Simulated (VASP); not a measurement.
# Si (P-3m1) in VASP: single point with PBEsol

Aim: the single point of Si with PBEsol.

Everything below comes from runs of VASP 6.6.1. Logs are shortened: lines on timing, memory, paths and dates and some standing lists are left out, and cuts for length are marked.

## (1) The cell of the first run

The structure is trigonal, space group P-3m1 (No. 164). Conventional cell: a = 3.834 Å, b = 3.834 Å, c = 28.324 Å, α = 90.00°, β = 90.00°, γ = 120.00°. Si (site symmetry 3m) has 4 Si at 2.35 to 2.37 Å within 3.1 Å. Within 3.1 Å of Si (site symmetry 3m) lie 4 Si at 2.35 to 2.37 Å. Si (site symmetry 3m) has 4 Si at 2.35 Å within 3.1 Å. Within 3.1 Å of Si (site symmetry 3m) lie 4 Si at 2.35 Å. Within 3.1 Å of Si (site symmetry 3m) lie 4 Si at 2.35 Å. Within 3.1 Å of Si (site symmetry 3m) lie 4 Si at 2.35 Å. Si (site symmetry 3m) has 4 Si at 2.35 Å within 3.1 Å. Si (site symmetry 3m) has 4 Si at 2.35 to 2.37 Å within 3.1 Å.

## (2) Single point, PBEsol

The input, INCAR:

```
  PREC = Accurate
  ENCUT = 520
  EDIFF = 1E-6
  ISMEAR = 0
  SIGMA = 0.01
  LREAL = Auto
  LASPH = True
  NELM = 80
  ALGO = Normal
  ISIF = 2
  LWAVE = False
  LCHARG = False
  GGA = PS
  NBANDS = 51
```

The input, KPOINTS:

```
Automatic mesh
0
Gamma
  12 12 2
```

The input, POSCAR:

```
Si
1.0
    3.8338928784      0.0000000000      0.0000000000
   -1.9169464392      3.3202486281      0.0000000000
    0.0000000000      0.0000000000     28.3244411919
Si
18
Direct
    0.0000000000      0.0000000000     -0.0001718356
    0.0000000000      0.0000000000      0.0834828282
    0.3333333333      0.6666666667      0.1113236035
    0.3333333333      0.6666666667      0.1942319520
    0.6666666667      0.3333333333      0.2220727274
    0.6666666667      0.3333333333      0.3057273912
    0.3333333333      0.6666666667      0.3335953783
    0.3333333333      0.6666666667      0.4165695058
    0.0000000000      0.0000000000      0.4443260314
    0.0000000000      0.0000000000      0.5273119647
    0.6666666667      0.3333333333      0.5552052720
    0.6666666667      0.3333333333      0.6387915961
    0.0000000000      0.0000000000      0.6667639595
    0.0000000000      0.0000000000      0.7503502836
    0.6666666667      0.3333333333      0.7782435909
    0.6666666667      0.3333333333      0.8612295242
    0.3333333333      0.6666666667      0.8889860497
    0.3333333333      0.6666666667      0.9719601772
```

Potentials or basis: VASP PAW PBE potentials, release 64 (Si).

Launch:

```sh
> cat potpaw_PBE.64/Si/POTCAR > POTCAR
> mpirun -np 1 vasp_std > vasp.out
```

OUTCAR:

```text
PREC = Accurate
   ENCUT = 520
   EDIFF = 1E-6
   ISMEAR = 0
   LREAL = Auto
   LASPH = True
   NELM = 80
   ISIF = 2
   GGA = PS

 ion  position               nearest neighbor table
   1  0.000  0.000  1.000-  18 2.35  18 2.35  18 2.35   2 2.37
   2  0.000  0.000  0.083-   3 2.35   3 2.35   3 2.35   1 2.37
   3  0.333  0.667  0.111-   4 2.35   2 2.35   2 2.35   2 2.35
   4  0.333  0.667  0.194-   3 2.35   5 2.35   5 2.35   5 2.35
   5  0.667  0.333  0.222-   4 2.35   4 2.35   4 2.35   6 2.37
   6  0.667  0.333  0.306-   7 2.35   7 2.35   7 2.35   5 2.37
[... 10 lines left out ...]
  17  0.333  0.667  0.889-  16 2.35  16 2.35  16 2.35  18 2.35
  18  0.333  0.667  0.972-   1 2.35   1 2.35   1 2.35  17 2.35

  LATTYP: Found a hexagonal cell.
 ALAT       =     3.8338928784
 C/A-ratio  =     7.3879062588

  Lattice vectors:

 A1 = (   3.8338928784,   0.0000000000,   0.0000000000)
 A2 = (  -1.9169464392,   3.3202486281,   0.0000000000)
 A3 = (   0.0000000000,   0.0000000000,  28.3244411919)

Analysis of symmetry for initial positions (statically):
=====================================================================
 Subroutine PRICEL returns:
 Original cell was already a primitive cell.

 Routine SETGRP: Setting up the symmetry group for a
 hexagonal supercell.

 Subroutine GETGRP returns: Found 12 space group operations
 (whereof  6 operations were pure point group operations)
 out of a pool of 24 trial point group operations.

The static configuration has the point symmetry C_3v.
 The point group associated with its full space group is D_3d.

Analysis of symmetry for dynamics (positions and initial velocities):
=====================================================================
 Subroutine PRICEL returns:
 Original cell was already a primitive cell.

 Routine SETGRP: Setting up the symmetry group for a
 hexagonal supercell.

 Subroutine GETGRP returns: Found 12 space group operations
 (whereof  6 operations were pure point group operations)
 out of a pool of 24 trial point group operations.

The dynamic configuration has the point symmetry C_3v.
 The point group associated with its full space group is D_3d.

 Subroutine INISYM returns: Found 12 space group operations
 (whereof  6 operations are pure point group operations),
 and found     1 'primitive' translations

----------------------------------------------------------------------------------------

                                     Primitive cell

  volume of cell :     360.5553

  direct lattice vectors                    reciprocal lattice vectors
     3.833892878  0.000000000  0.000000000     0.260831492  0.150591132  0.000000000
    -1.916946439  3.320248628  0.000000000     0.000000000  0.301182264  0.000000000
     0.000000000  0.000000000 28.324441192     0.000000000  0.000000000  0.035305198

  length of vectors
     3.833892878  3.833892878 28.324441192     0.301182264  0.301182264  0.035305198

  position of ions in fractional coordinates (direct lattice)
     0.000000000  0.000000000  0.999828164
     0.000000000  0.000000000  0.083482828
     0.333333333  0.666666667  0.111323603
     0.333333333  0.666666667  0.194231952
     0.666666667  0.333333333  0.222072727
     0.666666667  0.333333333  0.305727391
[... 10 lines left out ...]
     0.333333333  0.666666667  0.888986050
     0.333333333  0.666666667  0.971960177

  ion indices of the primitive-cell ions
   primitive index   ion index
                 1           1
                 2           2
                 3           3
                 4           4
                 5           5
                 6           6
[... 10 lines left out ...]
                17          17
                18          18

----------------------------------------------------------------------------------------

 KPOINTS: Automatic mesh

Automatic generation of k-mesh.
 Grid dimensions read from file:
 generate k-points for:   12   12    2

 Generating k-lattice:

  Cartesian coordinates                     Fractional coordinates (reciprocal lattice)
     0.021735958  0.012549261  0.000000000     0.083333333  0.000000000  0.000000000
     0.000000000  0.025098522  0.000000000     0.000000000  0.083333333  0.000000000
     0.000000000  0.000000000  0.017652599     0.000000000  0.000000000  0.500000000

  Length of vectors
     0.025098522  0.025098522  0.017652599

  Shift w.r.t. Gamma in fractional coordinates (k-lattice)
     0.000000000  0.000000000  0.000000000

 Subroutine IBZKPT returns following result:
 ===========================================

 Found     38 irreducible k-points:

 Following reciprocal coordinates:
            Coordinates               Weight
  0.000000  0.000000  0.000000      1.000000
  0.083333  0.000000  0.000000      6.000000
  0.166667 -0.000000  0.000000      6.000000
  0.250000  0.000000  0.000000      6.000000
  0.333333 -0.000000  0.000000      6.000000
  0.416667  0.000000  0.000000      6.000000
[... 16 lines left out ...]
  0.250000  0.000000  0.500000      6.000000
  0.333333 -0.000000  0.500000      6.000000
 [... further k-points ...]
   k-points           NKPTS =     38   k-points in BZ     NKDIM =     38   number of bands    NBANDS=     51
   number of dos      NEDOS =    301   number of ions     NIONS =     18
   total plane-waves  NPLWV = 194400
   dimension x,y,z NGX =    30 NGY =   30 NGZ =  216
   dimension x,y,z NGXF=    60 NGYF=   60 NGZF=  432
   ions per type =              18
   NGX,Y,Z   is equivalent  to a cutoff of  13.01, 13.01, 12.68 a.u.
   NGXF,Y,Z  is equivalent  to a cutoff of  26.02, 26.02, 25.36 a.u.
 SYSTEM =  unknown system
   PREC   = accura    normal or accurate (medium, high low for compatibility)
   ISTART =      0    job   : 0-new  1-cont  2-samecut
   ICHARG =      2    charge: 1-file 2-atom 10-const
   ISPIN  =      1    spin polarized calculation?
   LNONCOLLINEAR =      F non collinear calculations
   LSORBIT =      F    spin-orbit coupling
   LASPH  =      T    aspherical Exc in radial PAW
   ENCUT  =  520.0 eV  38.22 Ry    6.18 a.u.   7.13  7.13 52.66*2*pi/ulx,y,z
   NELM   =     80;   NELMIN=  2; NELMDL= -5     # of ELM steps
   EDIFF  = 0.1E-05   stopping-criterion for ELM
   LREAL  =      T    real-space projection
   EDIFFG = 0.1E-04   stopping-criterion for IOM
   NSW    =      0    number of steps for IOM
   IBRION =     -1    ionic relax: 0-MD 1-quasi-New 2-CG
   NFREE  =      0    steps in history (QN), initial steepest desc. (CG)
   ISIF   =      2    stress and relaxation
   ISYM   =      2    0-nonsym 1-usesym 2-fastsym
   POTIM  = 0.5000    time-step for ionic-motion
   TEBEG  =    0.0;   TEEND  =   0.0 temperature during run
   PSTRESS=    0.0 pullay stress
   NELECT =      72.0000    total number of electrons
   NUPDOWN=      -1.0000    fix difference up-down
   EMIN   =  10.00;   EMAX   =-10.00  energy-range for DOS
   EFERMI =   0.00;   METHOD = LEGACY
   ISMEAR =     0;   SIGMA  =   0.01  broadening in eV -4-tet -1-fermi 0-gaus
   EFERMI_NEDOS =   21; number of points for ismear=-14 and -15
   IALGO  =     38    algorithm
   IMIX   =      4    mixing-type and parameters
     AMIX     =   0.40;   BMIX     =  1.00
     AMIX_MAG =   1.60;   BMIX_MAG =  1.00
  volume/ion in A,a.u.               =      20.03       135.17
  Fermi-wavevector in a.u.,A,eV,Ry     =   0.956889  1.808259 12.457999  0.915637
  Thomas-Fermi vector in A             =   2.085858
   LORBIT       =      0    0 simple, 1 ext, 2 COOP (PROOUT), +10 PAW based schemes
   GGA     = PS    functional components
   LHFCALC =     F    Hartree Fock is set to
   AEXX    =    0.0000 exact exchange contribution
   IVDW    =     0    specifies the selected vdW correction
   LEPSILON=     F    determine dielectric tensor
   LRPA    =     F    only Hartree local field effects (RPA)
 non-spin polarized calculation
 Gauss-broadening in eV      SIGMA  =   0.01
  energy-cutoff  :      520.00
  volume of cell :      360.56
 maximum number of plane-waves:      9804
 NGX is ok and might be reduce to    30
   NGX = 15   NGY = 15   NGZ =105

 number of electron      72.0000001 magnetization

 Free energy of the ion-electron system (eV)
  ---------------------------------------------------
  ext. energy  EPLUGINS =         0.00000000
  ---------------------------------------------------
  free energy    TOTEN  =      -103.40470206 eV

  energy without entropy =     -103.40470206  energy(sigma->0) =     -103.40470206

 E-fermi :   5.9678     XC(G=0):  -9.5503

 val. band max:        5.8961647645   @ k =   0.0000   0.0000   0.0000
 cond. band min:       6.3279684389   @ k =   0.5000   0.0000   0.0000
 fundamental gap:      0.4318036744
 Fermi energy:         5.9677908469

 k-point     1 :       0.0000    0.0000    0.0000
  band No.  band energies     occupation
      1      -6.2111      2.00000
      2      -6.0541      2.00000
      3      -6.0454      2.00000
      4      -5.5781      2.00000
      5      -5.5726      2.00000
      6      -4.8364      2.00000
[... 40 lines left out ...]
     47       8.3613      0.00000
     48       8.3636      0.00000

 k-point     2 :       0.0833    0.0000    0.0000
  band No.  band energies     occupation
      1      -6.1298      2.00000
      2      -5.9728      2.00000
      3      -5.9643      2.00000
      4      -5.4975      2.00000
      5      -5.4922      2.00000
      6      -4.7562      2.00000
[... 40 lines left out ...]
     47       8.5102      0.00000
     48       8.5496      0.00000

 k-point     3 :       0.1667   -0.0000    0.0000
  band No.  band energies     occupation
      1      -5.8877      2.00000
      2      -5.7312      2.00000
      3      -5.7233      2.00000
      4      -5.2583      2.00000
      5      -5.2528      2.00000
      6      -4.5196      2.00000
[... 40 lines left out ...]
     47       8.9267      0.00000
     48       9.0101      0.00000

 k-point     4 :       0.2500    0.0000    0.0000
  band No.  band energies     occupation
      1      -5.4918      2.00000
      2      -5.3370      2.00000
      3      -5.3291      2.00000
      4      -4.8717      2.00000
      5      -4.8606      2.00000
      6      -4.1418      2.00000
[... 958 lines left out ...]
     47       8.9604      0.00000
     48       9.0401      0.00000

 k-point    23 :       0.2500    0.0000    0.5000
  band No.  band energies     occupation
      1      -5.4533      2.00000
      2      -5.4506      2.00000
      3      -5.1415      2.00000
      4      -5.1318      2.00000
      5      -4.5346      2.00000
      6      -4.5210      2.00000
[... 40 lines left out ...]
     47       8.7906      0.00000
     48       8.9793      0.00000

 k-point    24 :       0.3333   -0.0000    0.5000
  band No.  band energies     occupation
      1      -4.9249      2.00000
      2      -4.9168      2.00000
      3      -4.6264      2.00000
      4      -4.6009      2.00000
      5      -4.0437      2.00000
      6      -3.9976      2.00000
[... 40 lines left out ...]
     47       8.3422      0.00000
     48       8.6096      0.00000

 [... further k-points ...]

 [bands above 48 left out]

------------------------ aborting loop because EDIFF is reached ----------------------------------------

  FORCE on cell =-STRESS in cart. coord.  units (eV):
  Direction    XX          YY          ZZ          XY          YZ          ZX
  --------------------------------------------------------------------------------------
  -------------------------------------------------------------------------------------
  Total        0.2951008      0.2951008      0.2337932      0.0000000      0.0000000      0.0000000
  in kB        1.3113210      1.3113210      1.0388923      0.0000000      0.0000000      0.0000000
  external PRESSURE =       1.2205114 kB  Pullay stress =       0.0000000 kB

 VOLUME and BASIS-vectors are now :
 -----------------------------------------------------------------------------
  energy-cutoff  :      520.00
  volume of cell :      360.56
      direct lattice vectors                 reciprocal lattice vectors
     3.833892878  0.000000000  0.000000000     0.260831492  0.150591132  0.000000000
    -1.916946439  3.320248628  0.000000000     0.000000000  0.301182264  0.000000000
     0.000000000  0.000000000 28.324441192     0.000000000  0.000000000  0.035305198

 POSITION                                       TOTAL-FORCE (eV/Angst)
 -----------------------------------------------------------------------------------
      0.00000      0.00000     28.31957        -0.000000      0.000000     -0.000455
      0.00000      0.00000      2.36460         0.000000      0.000000      0.001966
     -0.00000      2.21350      3.15318         0.000000      0.000000      0.002673
     -0.00000      2.21350      5.50151        -0.000000      0.000000     -0.002673
      1.91695      1.10675      6.29009        -0.000000     -0.000000     -0.001966
      1.91695      1.10675      8.65956        -0.000000      0.000000      0.000455
[... 10 lines left out ...]
     -0.00000      2.21350     25.18003        -0.000000      0.000000     -0.001413
     -0.00000      2.21350     27.53023        -0.000000     -0.000000     -0.002662
 -----------------------------------------------------------------------------------
    total drift:                                0.000000     -0.000000      0.000000

  FREE ENERGIE OF THE ION-ELECTRON SYSTEM (eV)
  ---------------------------------------------------
  free  energy   TOTEN  =      -103.4047020591 eV

  energy  without entropy=     -103.4047020591  energy(sigma->0) =     -103.40470206
```

It took 10 min on 1 thread of Intel Xeon Platinum 8488C (Sapphire Rapids), shared host; peak memory 0.68 GiB.

What came out:

| Item | Value |
| --- | --- |
| Free energy | -103.4047 eV |
| Pressure | 0.1 GPa |
| Largest force | 0.009 eV/Å |
| Band gap on the k mesh | 0.43 eV (least direct gap 1.22 eV) |

Forces on the atoms (eV/Å):
```
Si   0.000  0.000  0.000
Si   0.000  0.000  0.002
Si   0.000  0.000  0.003
Si   0.000  0.000 -0.003
Si   0.000  0.000 -0.002
Si   0.000  0.000  0.000
Si   0.000  0.000  0.003
Si   0.000  0.000  0.001
Si   0.000  0.000 -0.002
Si   0.000  0.000 -0.009
Si   0.000  0.000 -0.002
Si   0.000  0.000  0.000
Si   0.000  0.000  0.000
Si   0.000  0.000  0.002
Si   0.000  0.000  0.009
Si   0.000  0.000  0.002
Si   0.000  0.000 -0.001
Si   0.000  0.000 -0.003
```

Caveat: the PAW data sets were made with another functional, which shifts forces and pressure a little. A k mesh can miss the band edges.
